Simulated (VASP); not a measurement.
Here is a VASP 6.6.1 calculation.

INCAR

```
SYSTEM = CsTlH4
ALGO = Normal ; EDIFF = 1E-7
EDIFFG = -0.01 ; ENCUT = 600
GGA = PE ; IBRION = 2
ISIF = 3 ; ISMEAR = 0
LASPH = .TRUE. ; LCHARG = .FALSE.
LREAL = .FALSE. ; LWAVE = .FALSE.
NELM = 100 ; NSW = 100
PREC = Accurate ; SIGMA = 0.1
```

File KPOINTS:

```
k-points
0
G
  10 10 6
  0 0 0
```

Contents of POSCAR:

```
CsTlH4
1.0
    4.0583435012      0.0000000000      0.0000000000
    0.0000000000      4.0583435012      0.0000000000
    0.0000000000      0.0000000000      6.4687113021
Cs Tl H
1 1 4
Direct
    0.5000000000      0.5000000000      0.5000000000
    0.0000000000      0.0000000000      0.0000000000
    0.5000000000      0.0000000000      0.1558748399
    0.0000000000      0.5000000000      0.8441251601
    0.5000000000      0.0000000000      0.8441251601
    0.0000000000      0.5000000000      0.1558748399
```

Potentials or basis: VASP PAW PBE potentials, release 64 (Cs_sv, Tl_d, H).

The run is started by

```console
$ cat potpaw_PBE.64/Cs_sv/POTCAR potpaw_PBE.64/Tl_d/POTCAR potpaw_PBE.64/H/POTCAR > POTCAR
$ mpirun -np 1 vasp_std > vasp.out
```

Task: Predict the relaxed cell.

Result: a = 3.830 Å, b = 3.830 Å, c = 6.766 Å, α = 90.00°, β = 90.00°, γ = 90.00°.

Task: Predict the space group after relaxing (to 0.05 Å).

Result: P4/mmm (No. 123).

Task: What does it give for the relaxed volume?

Result: 16.54 Å³/atom.

Step by step:
| step | energy change (eV) | largest force (eV/Å) | pressure (GPa) | volume (Å³) |
| --- | --- | --- | --- | --- |
| 1 | 0.0000 | 0.2293 | -0.43 | 106.54 |
| 2 | -0.0265 | 0.2124 | -0.35 | 105.80 |
| 3 | -0.0966 | 0.2361 | -0.28 | 103.52 |
| 4 | -0.1574 | 0.0363 | 0.25 | 98.70 |
| 5 | -0.1658 | 0.1411 | -0.11 | 100.52 |
| 6 | -0.1680 | 0.1080 | -0.01 | 99.96 |
| 7 | -0.1750 | 0.0560 | -0.03 | 99.73 |
| 8 | -0.1782 | 0.0102 | -0.04 | 99.42 |
| 9 | -0.1785 | 0.0028 | 0.03 | 99.22 |
